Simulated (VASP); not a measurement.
Here is a VASP 6.6.1 calculation.

The input INCAR:

```
SYSTEM = TiO2
  PREC = Accurate
  ENCUT = 520
  EDIFF = 1E-7
  ISMEAR = 0
  SIGMA = 0.02
  LREAL = .False.
  LASPH = .True.
  NELM = 100
  ALGO = Normal
  ISIF = 2
  LWAVE = .False.
  LCHARG = .False.
  GGA = PE
  NBANDS = 60
```

Contents of KPOINTS:

```
regular mesh
0
Gamma
  6 6 6
  0 0 0
```

Contents of POSCAR:

```
TiO2
1.0
    5.3725687869      0.0000000000      0.0000000000
    0.0000000000      5.3725608194      0.0000000000
   -2.5873428540      0.0000000000      4.8495695209
Ti O
4 8
Direct
    0.5000000000      0.3707406808      0.2500000000
    0.5000000000      0.6292593192      0.7500000000
    0.0000000000      0.8707406808      0.2500000000
    0.0000000000      0.1292593192      0.7500000000
    0.2078851972      0.8789362883      0.6627554369
    0.7921148028      0.1210637117      0.3372445631
    0.7921148028      0.8789362883      0.8372445631
    0.2078851972      0.1210637117      0.1627554369
    0.7078851972      0.3789362883      0.6627554369
    0.2921148028      0.6210637117      0.3372445631
    0.2921148028      0.3789362883      0.8372445631
    0.7078851972      0.6210637117      0.1627554369
```

Potentials or basis: VASP PAW PBE potentials, release 64 (Ti_sv, O).

Command:

```sh
$ cat potpaw_PBE.64/Ti_sv/POTCAR potpaw_PBE.64/O/POTCAR > POTCAR
$ mpirun -np 1 vasp_std > vasp.out
```

**Question.** Predict the band gap on the k mesh.

**Answer.** 2.11 eV.

**Question.** Predict the pressure.

**Answer.** 0.6 GPa.

Forces in eV/Å, atoms in the order of the input:
```
Ti   0.000 -0.002  0.000
Ti   0.000  0.002  0.000
Ti   0.000 -0.002  0.000
Ti   0.000  0.002  0.000
O    0.000  0.001  0.018
O    0.000 -0.001 -0.018
O    0.000  0.001 -0.018
O    0.000 -0.001  0.018
O    0.000  0.001  0.018
O    0.000 -0.001 -0.018
O    0.000  0.001 -0.018
O    0.000 -0.001  0.018
```

Caveat: the cell differs from its parent crystal (shear of c along a, cell held: +2.0 %, then relaxed in part). A k mesh can miss the band edges.
